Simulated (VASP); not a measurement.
Wanted: the native input for a VASP 6.6.1 run.

```
Task                   : single point
Functional             : PBE
Potentials or basis    : VASP PAW PBE potentials, release 64 (Sn_d, O)
Cutoff                 : 600 eV
k mesh                 : 3 × 3 × 3
Occupations            : gaussian, width 0.01 eV
Spin                   : no spin polarisation
Dipole correction      : no
Further INCAR settings : ALGO = Normal; EDIFF = 1e-06; NBANDS = 20
```

The structure of SnO2 lies in POSCAR:

```
SnO2
1.0
    0.0000000000      2.3868840000      2.3868840000
    2.3868840000      0.0000000000      2.3868840000
    2.3868840000      2.3868840000      0.0000000000
Sn O
1 2
Direct
    0.0000000000      0.0000000000      0.0000000000
    0.2500000000      0.2500000000      0.2500000000
    0.7500000000      0.7500000000      0.7500000000
```

These files were run (other wordings do the same):

INCAR

```
  PREC = Accurate
  ENCUT = 600
  EDIFF = 1E-6
  ISMEAR = 0
  SIGMA = 0.01
  LREAL = False
  LASPH = True
  NELM = 120
  ALGO = Normal
  ISIF = 2
  LWAVE = False
  LCHARG = False
  GGA = PE
  NBANDS = 20
  GGA_COMPAT = False
```

KPOINTS

```
Automatic mesh
0
Gamma
  3 3 3
```

Potentials or basis: VASP PAW PBE potentials, release 64 (Sn_d, O).

Command:

```console
$ cat potpaw_PBE.64/Sn_d/POTCAR potpaw_PBE.64/O/POTCAR > POTCAR
$ mpirun -np 1 vasp_std > vasp.out
```

Results of the run:

```yaml
Pressure: 72.1 GPa
Band_gap_on_the_k_mesh: 2.62 eV, indirect (least direct gap 4.06 eV)
```

Caveat: the k points lie up to 0.76 Å⁻¹ apart; spin-orbit coupling is left out, which moves the levels of the heavy elements.

It took 15 s on 1 thread of Intel Xeon 8259CL, with other jobs on the host, peak memory 0.15 GiB.
